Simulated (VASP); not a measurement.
# ZnO (P6_3mc) in VASP: further runs

The runs below take ZnO through single point, with LDA.

All numbers are computed with VASP 6.6.1; they aren't measurements. Logs are shortened: lines on timing, memory, paths and dates and some standing lists are left out, and cuts for length are marked.

**1. The cell of the first run**

It takes space group P6_3mc (No. 186, hexagonal). Conventional cell: a = 3.187 Å, b = 3.187 Å, c = 5.153 Å, α = 90.00°, β = 90.00°, γ = 120.00°. Zn (site symmetry 3m) has 4 O at 1.88 to 2.18 Å within 2.5 Å. O (site symmetry 3m) has 4 Zn at 1.88 to 2.18 Å within 2.5 Å.

**2. Single point, LDA (c/a of the conventional cell at fixed volume 1.6169)**

Contents of INCAR:

```
PREC = Accurate ; ENCUT = 520
EDIFF = 1E-7 ; ISMEAR = 0
SIGMA = 0.05 ; LREAL = F
LASPH = T ; NELM = 100
ALGO = Normal ; ISIF = 2
LWAVE = F ; LCHARG = F
NBANDS = 26
```

Contents of KPOINTS:

```
regular mesh
0
Gamma
  12 12 6
```

Contents of POSCAR:

```
ZnO
1.0
    3.1871780739      0.0000000000      0.0000000000
   -1.5935890369      2.7601771784      0.0000000000
    0.0000000000      0.0000000000      5.1531926628
Zn O
2 2
Direct
    0.3333333333      0.6666666667      0.0018514197
    0.6666666667      0.3333333333      0.5018514197
    0.3333333333      0.6666666667      0.4254632686
    0.6666666667      0.3333333333      0.9254632686
```

Potentials or basis: VASP PAW LDA potentials, release 64 (Zn, O).

Command:

```
$ cat potpaw_LDA.64/Zn/POTCAR potpaw_LDA.64/O/POTCAR > POTCAR
$ mpirun -np 1 vasp_std > vasp.out
```

OUTCAR:

```text
PREC = Accurate
   ENCUT = 520
   EDIFF = 1E-7
   ISMEAR = 0
   LREAL = F
   LASPH = T
   NELM = 100
   ISIF = 2

 ion  position               nearest neighbor table
   1  0.333  0.667  0.002-   4 1.88   4 1.88   4 1.88   3 2.18
   2  0.667  0.333  0.502-   3 1.88   3 1.88   3 1.88   4 2.18
   3  0.333  0.667  0.425-   2 1.88   2 1.88   2 1.88   1 2.18
   4  0.667  0.333  0.925-   1 1.88   1 1.88   1 1.88   2 2.18

  LATTYP: Found a hexagonal cell.
 ALAT       =     3.1871780739
 C/A-ratio  =     1.6168511904

  Lattice vectors:

 A1 = (   3.1871780739,   0.0000000000,   0.0000000000)
 A2 = (  -1.5935890369,   2.7601771784,   0.0000000000)
 A3 = (   0.0000000000,   0.0000000000,   5.1531926628)

Analysis of symmetry for initial positions (statically):
=====================================================================
 Subroutine PRICEL returns:
 Original cell was already a primitive cell.

 Routine SETGRP: Setting up the symmetry group for a
 hexagonal supercell.

 Subroutine GETGRP returns: Found 12 space group operations
 (whereof  6 operations were pure point group operations)
 out of a pool of 24 trial point group operations.

The static configuration has the point symmetry C_3v.
 The point group associated with its full space group is C_6v.

Analysis of symmetry for dynamics (positions and initial velocities):
=====================================================================
 Subroutine PRICEL returns:
 Original cell was already a primitive cell.

 Routine SETGRP: Setting up the symmetry group for a
 hexagonal supercell.

 Subroutine GETGRP returns: Found 12 space group operations
 (whereof  6 operations were pure point group operations)
 out of a pool of 24 trial point group operations.

The dynamic configuration has the point symmetry C_3v.
 The point group associated with its full space group is C_6v.

 Subroutine INISYM returns: Found 12 space group operations
 (whereof  6 operations are pure point group operations),
 and found     1 'primitive' translations

----------------------------------------------------------------------------------------

                                     Primitive cell

  volume of cell :      45.3335

  direct lattice vectors                    reciprocal lattice vectors
     3.187178074  0.000000000  0.000000000     0.313757179  0.181147791  0.000000000
    -1.593589037  2.760177178  0.000000000     0.000000000  0.362295583  0.000000000
     0.000000000  0.000000000  5.153192663     0.000000000  0.000000000  0.194054456

  length of vectors
     3.187178074  3.187178074  5.153192663     0.362295583  0.362295583  0.194054456

  position of ions in fractional coordinates (direct lattice)
     0.333333333  0.666666667  0.001851420
     0.666666667  0.333333333  0.501851420
     0.333333333  0.666666667  0.425463269
     0.666666667  0.333333333  0.925463269

  ion indices of the primitive-cell ions
   primitive index   ion index
                 1           1
                 2           2
                 3           3
                 4           4

----------------------------------------------------------------------------------------

 KPOINTS: regular mesh

Automatic generation of k-mesh.
 Grid dimensions read from file:
 generate k-points for:   12   12    6

 Generating k-lattice:

  Cartesian coordinates                     Fractional coordinates (reciprocal lattice)
     0.026146432  0.015095649  0.000000000     0.083333333  0.000000000  0.000000000
     0.000000000  0.030191299  0.000000000     0.000000000  0.083333333  0.000000000
     0.000000000  0.000000000  0.032342409     0.000000000  0.000000000  0.166666667

  Length of vectors
     0.030191299  0.030191299  0.032342409

  Shift w.r.t. Gamma in fractional coordinates (k-lattice)
     0.000000000  0.000000000  0.000000000

 Subroutine IBZKPT returns following result:
 ===========================================

 Found     76 irreducible k-points:

 Following reciprocal coordinates:
            Coordinates               Weight
  0.000000  0.000000  0.000000      1.000000
  0.083333  0.000000  0.000000      6.000000
  0.166667  0.000000  0.000000      6.000000
  0.250000  0.000000  0.000000      6.000000
  0.333333  0.000000  0.000000      6.000000
  0.416667  0.000000  0.000000      6.000000
[... 16 lines left out ...]
  0.250000  0.000000  0.166667     12.000000
  0.333333  0.000000  0.166667     12.000000
 [... further k-points ...]
   k-points           NKPTS =     76   k-points in BZ     NKDIM =     76   number of bands    NBANDS=     26
   number of dos      NEDOS =    301   number of ions     NIONS =      4
   total plane-waves  NPLWV =  23040
   dimension x,y,z NGX =    24 NGY =   24 NGZ =   40
   dimension x,y,z NGXF=    48 NGYF=   48 NGZF=   80
   ions per type =               2   2
   NGX,Y,Z   is equivalent  to a cutoff of  12.52, 12.52, 12.90 a.u.
   NGXF,Y,Z  is equivalent  to a cutoff of  25.04, 25.04, 25.81 a.u.
 SYSTEM =  unknown system
   PREC   = accura    normal or accurate (medium, high low for compatibility)
   ISTART =      0    job   : 0-new  1-cont  2-samecut
   ICHARG =      2    charge: 1-file 2-atom 10-const
   ISPIN  =      1    spin polarized calculation?
   LNONCOLLINEAR =      F non collinear calculations
   LSORBIT =      F    spin-orbit coupling
   LASPH  =      T    aspherical Exc in radial PAW
   ENCUT  =  520.0 eV  38.22 Ry    6.18 a.u.   5.93  5.93  9.58*2*pi/ulx,y,z
   NELM   =    100;   NELMIN=  2; NELMDL= -5     # of ELM steps
   EDIFF  = 0.1E-06   stopping-criterion for ELM
   LREAL  =      F    real-space projection
   EDIFFG = 0.1E-05   stopping-criterion for IOM
   NSW    =      0    number of steps for IOM
   IBRION =     -1    ionic relax: 0-MD 1-quasi-New 2-CG
   NFREE  =      0    steps in history (QN), initial steepest desc. (CG)
   ISIF   =      2    stress and relaxation
   ISYM   =      2    0-nonsym 1-usesym 2-fastsym
   POTIM  = 0.5000    time-step for ionic-motion
   TEBEG  =    0.0;   TEEND  =   0.0 temperature during run
   PSTRESS=    0.0 pullay stress
   NELECT =      36.0000    total number of electrons
   NUPDOWN=      -1.0000    fix difference up-down
   EMIN   =  10.00;   EMAX   =-10.00  energy-range for DOS
   EFERMI =   0.00;   METHOD = LEGACY
   ISMEAR =     0;   SIGMA  =   0.05  broadening in eV -4-tet -1-fermi 0-gaus
   EFERMI_NEDOS =   21; number of points for ismear=-14 and -15
   IALGO  =     38    algorithm
   IMIX   =      4    mixing-type and parameters
     AMIX     =   0.40;   BMIX     =  1.00
     AMIX_MAG =   1.60;   BMIX_MAG =  1.00
  volume/ion in A,a.u.               =      11.33        76.48
  Fermi-wavevector in a.u.,A,eV,Ry     =   1.516011  2.864846 31.270138  2.298290
  Thomas-Fermi vector in A             =   2.625458
   LORBIT       =      0    0 simple, 1 ext, 2 COOP (PROOUT), +10 PAW based schemes
   GGA     = CA    functional components
   LHFCALC =     F    Hartree Fock is set to
   AEXX    =    0.0000 exact exchange contribution
   IVDW    =     0    specifies the selected vdW correction
   LEPSILON=     F    determine dielectric tensor
   LRPA    =     F    only Hartree local field effects (RPA)
 non-spin polarized calculation
 Gauss-broadening in eV      SIGMA  =   0.05
  energy-cutoff  :      520.00
  volume of cell :       45.33
 maximum number of plane-waves:      1237
 NGX is ok and might be reduce to    24
   NGX = 11   NGY = 11   NGZ = 19

 number of electron      35.9999986 magnetization

 Free energy of the ion-electron system (eV)
  ---------------------------------------------------
  ext. energy  EPLUGINS =         0.00000000
  ---------------------------------------------------
  free energy    TOTEN  =       -20.91231436 eV

  energy without entropy =      -20.91231436  energy(sigma->0) =      -20.91231436

 E-fermi :   1.7187     XC(G=0): -11.7153

 val. band max:        1.4579413543   @ k =   0.0000   0.0000   0.0000
 cond. band min:       2.3219667663   @ k =   0.0000   0.0000   0.0000
 fundamental gap:      0.8640254120
 Fermi energy:         1.7187318573

 k-point     1 :       0.0000    0.0000    0.0000
  band No.  band energies     occupation
      1     -16.9304      2.00000
      2     -16.1368      2.00000
      3      -4.9717      2.00000
      4      -4.9717      2.00000
      5      -4.9289      2.00000
      6      -4.9289      2.00000
[... 18 lines left out ...]
     25      15.5316      0.00000
     26      15.5316      0.00000

 k-point     2 :       0.0833    0.0000    0.0000
  band No.  band energies     occupation
      1     -16.8838      2.00000
      2     -16.1123      2.00000
      3      -5.0149      2.00000
      4      -4.9371      2.00000
      5      -4.9324      2.00000
      6      -4.8838      2.00000
[... 18 lines left out ...]
     25      15.5628      0.00000
     26      15.7213      0.00000

 k-point     3 :       0.1667    0.0000    0.0000
  band No.  band energies     occupation
      1     -16.7529      2.00000
      2     -16.0473      2.00000
      3      -5.1179      2.00000
      4      -4.9492      2.00000
      5      -4.8176      2.00000
      6      -4.7588      2.00000
[... 18 lines left out ...]
     25      14.9679      0.00000
     26      16.1490      0.00000

 k-point     4 :       0.2500    0.0000    0.0000
  band No.  band energies     occupation
      1     -16.5627      2.00000
      2     -15.9635      2.00000
      3      -5.2181      2.00000
      4      -4.9476      2.00000
      5      -4.6475      2.00000
      6      -4.5766      2.00000
[... 18 lines left out ...]
     25      15.1232      0.00000
     26      16.3332      0.00000
[... 496 lines left out ...]
      1     -16.7074      2.00000
      2     -16.0962      2.00000
      3      -5.1256      2.00000
      4      -4.9930      2.00000
      5      -4.8178      2.00000
      6      -4.7669      2.00000
[... 18 lines left out ...]
     25      14.7063      0.00000
     26      15.8481      0.00000

 k-point    23 :       0.2500    0.0000    0.1667
  band No.  band energies     occupation
      1     -16.5231      2.00000
      2     -16.0038      2.00000
      3      -5.2293      2.00000
      4      -5.0121      2.00000
      5      -4.6468      2.00000
      6      -4.5855      2.00000
[... 18 lines left out ...]
     25      15.1214      0.00000
     26      16.0689      0.00000

 k-point    24 :       0.3333    0.0000    0.1667
  band No.  band energies     occupation
      1     -16.3213      2.00000
      2     -15.9208      2.00000
      3      -5.2699      2.00000
      4      -5.0123      2.00000
      5      -4.4689      2.00000
      6      -4.3784      2.00000
[... 18 lines left out ...]
     25      15.5047      0.00000
     26      16.0110      0.00000

 [... further k-points ...]
[... 5 lines left out ...]
  --------------------------------------------------------------------------------------
  -------------------------------------------------------------------------------------
  Total        2.8173745      2.8173745     -1.7356471      0.0000000      0.0000000      0.0000000
  in kB       99.5716014     99.5716014    -61.3412094      0.0000000      0.0000000      0.0000000
  external PRESSURE =      45.9339978 kB  Pullay stress =       0.0000000 kB

 VOLUME and BASIS-vectors are now :
 -----------------------------------------------------------------------------
  energy-cutoff  :      520.00
  volume of cell :       45.33
      direct lattice vectors                 reciprocal lattice vectors
     3.187178074  0.000000000  0.000000000     0.313757179  0.181147791  0.000000000
    -1.593589037  2.760177178  0.000000000     0.000000000  0.362295583  0.000000000
     0.000000000  0.000000000  5.153192663     0.000000000  0.000000000  0.194054456

 POSITION                                       TOTAL-FORCE (eV/Angst)
 -----------------------------------------------------------------------------------
     -0.00000      1.84012      0.00954        -0.000000      0.000000      0.765027
      1.59359      0.92006      2.58614         0.000000      0.000000      0.765027
     -0.00000      1.84012      2.19249        -0.000000      0.000000     -0.765027
      1.59359      0.92006      4.76909         0.000000     -0.000000     -0.765027
 -----------------------------------------------------------------------------------
    total drift:                               -0.000001     -0.000001      0.000508

  FREE ENERGIE OF THE ION-ELECTRON SYSTEM (eV)
  ---------------------------------------------------
  free  energy   TOTEN  =       -20.9123143612 eV

  energy  without entropy=      -20.9123143612  energy(sigma->0) =      -20.91231436
```

Run time: 2.7 min. Hardware: 1 thread of AMD EPYC 7R13, shared host; peak memory 0.16 GiB.

What came out:

```
Free energy            : -20.9123 eV
Pressure               : 4.6 GPa
Largest force          : 0.765 eV/Å
Band gap on the k mesh : 0.86 eV, direct
```

Forces on the atoms (eV/Å):
```
Zn   0.000  0.000  0.765
Zn   0.000  0.000  0.765
O    0.000  0.000 -0.765
O    0.000  0.000 -0.765
```

Stress tensor (GPa, compression positive):
```
 9.96  0.00  0.00
 0.00  9.96  0.00
 0.00  0.00 -6.13
```

**3. Single point, LDA (c/a of the conventional cell at fixed volume 1.4875)**

Contents of INCAR:

```
SYSTEM = ZnO
PREC = Accurate ; ENCUT = 520
EDIFF = 1E-6 ; ISMEAR = 0
SIGMA = 0.05 ; LREAL = .False.
LASPH = .True. ; NELM = 60
ALGO = Normal ; ISIF = 2
LWAVE = .False. ; LCHARG = .False.
NBANDS = 26
```

Contents of KPOINTS:

```
regular mesh
0
Gamma
  12 12 6
  0 0 0
```

Contents of POSCAR:

```
ZnO
1.0
    3.2770068899      0.0000000000      0.0000000000
   -1.6385034449      2.8379712150      0.0000000000
    0.0000000000      0.0000000000      4.8745477487
Zn O
2 2
Direct
    0.3333333333      0.6666666667      0.0018514197
    0.6666666667      0.3333333333      0.5018514197
    0.3333333333      0.6666666667      0.3350338920
    0.6666666667      0.3333333333      0.8350338920
```

Potentials or basis: VASP PAW LDA potentials, release 64 (Zn, O).

Command:

```
$ cat potpaw_LDA.64/Zn/POTCAR potpaw_LDA.64/O/POTCAR > POTCAR
$ mpirun -np 1 vasp_std > vasp.out
```

It took 2.7 min on 1 thread of AMD EPYC 7R13, shared host; peak memory 0.16 GiB.

The run converged. Its results:

| Item | Value |
| --- | --- |
| Free energy | -19.3922 eV |
| Pressure | 20.8 GPa |
| Largest force | 7.102 eV/Å |
| Band gap on the k mesh | 0.91 eV, indirect (least direct gap 0.95 eV) |

Forces in eV/Å, atoms in the order of the input:
```
Zn   0.000  0.000 -7.102
Zn   0.000  0.000 -7.102
O    0.000  0.000  7.102
O    0.000  0.000  7.102
```

Stress tensor (GPa, compression positive):
```
-9.84  0.00  0.00
 0.00 -9.84  0.00
 0.00  0.00 82.00
```

Levels at points of the mesh, in eV from the valence-band top:
| k point | band 15 | band 16 | band 17 | band 18 | band 19 | band 20 | band 21 | band 22 |
| --- | --- | --- | --- | --- | --- | --- | --- | --- |
| (0.00, 0.00, 0.00) | -1.81 | -0.22 | -0.22 | -0.04 | 0.91 | 5.05 | 9.16 | 12.18 |
| (0.50, 0.00, 0.00) | -3.10 | -2.95 | -1.54 | -0.48 | 5.54 | 6.44 | 7.47 | 7.85 |
| (0.00, 0.00, 0.50) | -0.99 | -0.99 | -0.99 | -0.99 | 3.38 | 3.38 | 11.22 | 11.22 |
| (0.50, 0.00, 0.50) | -1.70 | -1.70 | -1.33 | -1.33 | 5.50 | 5.50 | 7.92 | 7.92 |

Caveat: forces of over 1 eV/Å act on the atoms, so gaps and moduli don't describe the material at rest. A k mesh can miss the band edges.

(Continued in part 2 of 2.)
